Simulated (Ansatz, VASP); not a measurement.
## One calculation of AlN, two programs

```
Al N
1.0
     0.00000    2.18399    2.40239
     2.18399    0.00000    2.40239
     2.18399    2.18399    0.00000
Al N
1 1
Cartesian
  0.0000 0.0000 0.0000
  3.2760 3.2760 3.6036
```

Change from the starting cell: strain +0.1000 x Voigt [0, 0, 1, 0, 0, 0], atoms carried along.

Alike in both runs: task single point; functional r2SCAN; k mesh 10 × 10 × 10; occupations gaussian, width 0.05 eV; no spin polarisation.

|  | VASP | Ansatz |
| --- | --- | --- |
| version | VASP 6.6.1 | Ansatz 0.2.0 |
| potentials or method | VASP PAW PBE potentials, release 64 (Al, N), cutoff 520 eV | scalar-relativistic, plane waves, PAW |
| valence electrons in the cell | 8 | 8 |

|  | VASP | Ansatz | Ansatz less VASP |
| --- | --- | --- | --- |
| gap on the k mesh at the Fermi level (eV) | 3.55 | 3.55 | +0.006 |
| least direct gap on the mesh (eV) | 3.79 | 3.76 | -0.033 |
| pressure (GPa) | -17.4 | -17.0 | +0.43 |
| traceless stress, the component that is largest in VASP (GPa) | -12.25 | -12.20 | +0.049 |

VASP's potentials were made for PBE, not for r2SCAN.
